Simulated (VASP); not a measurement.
Si:

```
Si
1.0
     0.00000    2.19664    2.19664
     2.19664    0.00000    2.19664
     2.19664    2.19664    0.00000
Si
1
Cartesian
  0.0000 0.0000 0.0000
```

| Quantity | Value |
| --- | --- |
| Program | VASP 6.6.1 |
| Task | relaxation of cell and atoms |
| Functional | PBE |
| Potentials or basis | VASP PAW PBE potentials, release 64 (Si) |
| Cutoff | 600 eV |
| k mesh | 6 × 6 × 6 |
| Occupations | gaussian, width 0.1 eV |
| Spin | no spin polarisation |

At the start: pressure -12.3 GPa; volume 21.20 Å³/atom.

Problem. How do energy, volume and symmetry change on relaxing?

Solution. Over 6 steps the energy falls by 490.1 meV/atom and the volume is 13.87 Å³/atom (-34.6 %); space group Fm-3m (No. 225, to 0.05 Å).

The path:
```
step  energy change (eV)  largest force (eV/Å)  pressure (GPa)  volume (Å³)
   1              0.0000                0.0000          -12.25        21.20
   2             -0.3504                0.0000          -13.80        16.60
   3              3.3296                0.0000          322.48         6.88
   4             -0.4367                0.0000           -9.68        15.45
   5             -0.4880                0.0000            2.44        13.54
   6             -0.4901                0.0000           -0.36        13.87
```

Final structure:
```xyz
1
Lattice="0.0000 1.9071 1.9071 1.9071 0.0000 1.9071 1.9071 1.9071 0.0000" Properties=species:S:1:pos:R:3 pbc="T T T"
Si    0.0000    0.0000    0.0000
```

Caveat: the k points lie up to 0.48 Å⁻¹ apart in the final cell; the volume moved by over 15 % at a fixed basis, so the end points are rough.
